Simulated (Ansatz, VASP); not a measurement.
**One calculation of PtSe2, two programs**

```
Pt Se
1.0
     3.76072    0.00000    0.00000
    -1.88036    3.25688    0.00000
     0.00000    0.00000    5.11863
Pt Se
1 2
Direct
  0.00000 0.00000 0.00000
  0.33333 0.66667 0.26068
  0.66667 0.33333 0.73932
```

Change from the starting cell: strain +0.0525 x Voigt [0, 0, 1, 0, 0, 0], atoms carried along.

Alike in both runs: task single point; functional PBEsol; k mesh 12 × 12 × 10; occupations gaussian, width 0.15 eV; no spin polarisation.

|  | VASP | Ansatz |
| --- | --- | --- |
| version | VASP 6.6.1 | Ansatz 0.2.0 |
| potentials or method | VASP PAW PBE potentials, release 64 (Pt, Se), cutoff 520 eV | scalar-relativistic, plane waves, PAW |
| valence electrons in the cell | 22 | 50 |

Ansatz gave:

```
gap on the k mesh at the Fermi level (eV)                     : none
pressure (GPa)                                                : -4.7
traceless stress, the component that is largest in VASP (GPa) : -0.85
rms of the force components (eV/Å)                            : 0.295
```

Problem. Estimate VASP's values.

Solution. gap on the k mesh at the Fermi level (eV): none; pressure (GPa): -4.7; traceless stress, the component that is largest in VASP (GPa): -0.87; rms of the force components (eV/Å): 0.290.

VASP's potentials were made for PBE, not for PBEsol. Atom by atom the forces differ by 0.005 eV/Å (rms over components). A gap of «none» marks a metal or a gap that the smearing closes. The functional is the same, so the differences come from potentials, cutoffs and numerics. VASP's potentials hold 22 valence electrons a cell and Ansatz's 50, so a difference there can come from the potentials and not from the codes.

Neither program's run includes spin-orbit coupling.
